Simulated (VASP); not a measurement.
**MnO: single point with PBEsol**

Crystal: MnO.

```
CELL_PARAMETERS angstrom
3.44123 0.00000 0.00000
-1.72061 2.98019 0.00000
0.00000 0.00000 5.17008
ATOMIC_POSITIONS crystal
Mn 0.66667 0.33333 0.51096
Mn 0.33333 0.66667 0.01096
O 0.66667 0.33333 0.87547
O 0.33333 0.66667 0.37547
```

```yaml
Program: VASP 6.6.1
Task: single point
Functional: PBEsol
Potentials_or_basis: VASP PAW PBE potentials, release 64 (Mn_pv, O)
Cutoff: 520 eV
k_mesh: 9 × 9 × 5
Occupations: fermi-dirac, width 0.05 eV
Spin: collinear spin, ferromagnetic start
Starting_moments: "[4.0, 4.0, 0.0, 0.0] μB"
```

The pressure is 3.4 GPa. The largest force is 1.462 eV/Å. The band gap on the k mesh is zero (filled and empty bands overlap), the net moment is 9.98 μB per cell and the site moments are Mn +4.39; O +0.20 μB. The valence electrons inside the program's atomic spheres are Mn 11.46; O 5.00.

Forces in eV/Å, atoms in the order of the input:
```
Mn   0.000  0.000 -1.462
Mn   0.000  0.000 -1.462
O    0.000  0.000  1.462
O    0.000  0.000  1.462
```

Stress tensor (GPa, compression positive):
```
-3.32  0.00  0.00
 0.00 -3.32  0.00
 0.00  0.00 16.82
```

Levels at points of the mesh, in eV from the Fermi level:
Spin up:
| k point | band 20 | band 21 | band 22 | band 23 | band 24 | band 25 | band 26 | band 27 | band 28 | band 29 |
| --- | --- | --- | --- | --- | --- | --- | --- | --- | --- | --- |
| (0.00, 0.00, 0.00) | -1.63 | -1.22 | -1.22 | -0.05 | -0.05 | 0.17 | 3.50 | 6.14 | 10.82 | 10.82 |
Spin down:
| k point | band 11 | band 12 | band 13 | band 14 | band 15 | band 16 | band 17 | band 18 |
| --- | --- | --- | --- | --- | --- | --- | --- | --- |
| (0.00, 0.00, 0.00) | -5.04 | -5.04 | -4.84 | -4.84 | -0.19 | 0.78 | 0.78 | 0.88 |

Run time: 3.1 min on 1 thread of Intel Xeon 8259CL (shared host), peak memory 0.24 GiB.

Caveat: the cell stands under pressure; the PAW data sets were made with another functional, which shifts forces and pressure a little; semilocal functionals often make such compounds metallic where correlation or magnetic order opens a gap, which also shifts bond lengths; only a ferromagnetic start was run, and an antiferromagnetic order may lie lower in energy. With open d or f shells a metallic result of PBEsol can be an artefact of self-interaction; +U or a hybrid may open a gap.
